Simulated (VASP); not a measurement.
Set up this calculation in VASP 6.6.1, as the native input.

- Task: single point
- Functional: LDA
- Potentials or basis: VASP PAW LDA potentials, release 64 (Ni, O)
- Cutoff: 520 eV
- k mesh: 11 × 11 × 11
- Occupations: fermi-dirac, width 0.05 eV
- Spin: collinear spin, ferromagnetic start
- Starting moments: [1.0, 0.0] μB
- Dipole correction: no
- Further INCAR settings: ALGO = Normal; EDIFF = 1e-06; NBANDS = 19

The structure of NiO lies in POSCAR:

```
NiO
1.0
    0.0000000000      2.0997159621      2.0997159621
    2.0997159621      0.0000000000      2.0997159621
    2.0997159621      2.0997159621      0.0000000000
Ni O
1 1
Direct
    0.0000000000      0.0000000000      0.0000000000
    0.5000000000      0.5000000000      0.5000000000
```

One way to write it, as run:

INCAR

```
ALGO     = Normal         # electronic algorithm
EDIFF    = 1E-6           # SCF threshold, eV
ENCUT    = 520            # plane-wave cutoff, eV
GGA      = CA             # functional
ISIF     = 2              # what is computed and relaxed
ISMEAR   = -1             # smearing method
ISPIN    = 2              # spin polarisation
LASPH    = T              # aspherical terms in the spheres
LCHARG   = F              # write CHGCAR
LMAXMIX  = 4              # l up to which the mixer works
LORBIT   = 11             # projections on sites
LREAL    = F              # projectors in reciprocal space
LWAVE    = F              # write WAVECAR
MAGMOM   = 1 0            # initial moments
NBANDS   = 19             # bands
NELM     = 150            # most SCF steps
PREC     = Accurate       # precision mode
SIGMA    = 0.05           # smearing width, eV
```

KPOINTS

```
k-points
0
Gamma
  11 11 11
```

Potentials or basis: VASP PAW LDA potentials, release 64 (Ni, O).

Launch:

```sh
$ cat potpaw_LDA.64/Ni/POTCAR potpaw_LDA.64/O/POTCAR > POTCAR
$ mpirun -np 1 vasp_std > vasp.out
```

It gave:

- Pressure: -22.8 GPa
- Net moment: 0.23 μB per cell
- Site moments: Ni +0.20; O +0.03 μB
- Valence electrons inside the program's atomic spheres: Ni 9.05; O 4.89

Caveat: the cell stands under tension.

Run time: 23 s on 1 thread of Intel(R) Xeon(R) 6975P-C (Granite Rapids) (shared host), peak memory 0.15 GiB.
